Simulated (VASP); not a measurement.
SnS2, 3 atoms in the cell. It takes space group P-3m1 (No. 164, trigonal). Conventional cell: a = 3.605 Å, b = 3.605 Å, c = 5.460 Å, α = 90.00°, β = 90.00°, γ = 120.00°. Within 3.4 Å of Sn (site symmetry -3m) lie 6 S at 2.55 Å. Within 3.4 Å of S (site symmetry 3m) lie 3 Sn at 2.55 Å and 3 S at 3.25 Å. 

| Property | Result |
| --- | --- |
| Program | VASP 6.6.1 |
| Task | relaxation of the atoms |
| Functional | PBE |
| Potentials or basis | VASP PAW PBE potentials, release 64 (Sn_d, S) |
| Cutoff | 450 eV |
| k mesh | 14 × 14 × 8 |
| Occupations | fermi-dirac, width 0.02 eV |
| Spin | no spin polarisation |
| Dipole correction | no |
| Further INCAR settings | ALGO = Normal; EDIFF = 1e-07; IBRION = 2; EDIFFG = -0.02; NSW = 80 |

Potentials or basis: VASP PAW PBE potentials, release 64 (Sn_d, S).

Run with:

```bash
$ cat potpaw_PBE.64/Sn_d/POTCAR potpaw_PBE.64/S/POTCAR > POTCAR
$ mpirun -np 1 vasp_std > vasp.out
```

Hardware: 1 thread of Intel(R) Xeon(R) 6975P-C (Granite Rapids), with other jobs on the host.

Question: How long does it take, and how much memory?

Answer: Wall time 60 s on 1 thread of Intel(R) Xeon(R) 6975P-C (Granite Rapids) (shared host), peak memory 0.27 GiB. Counts: scf iterations 14, k points 168, ion steps 1.
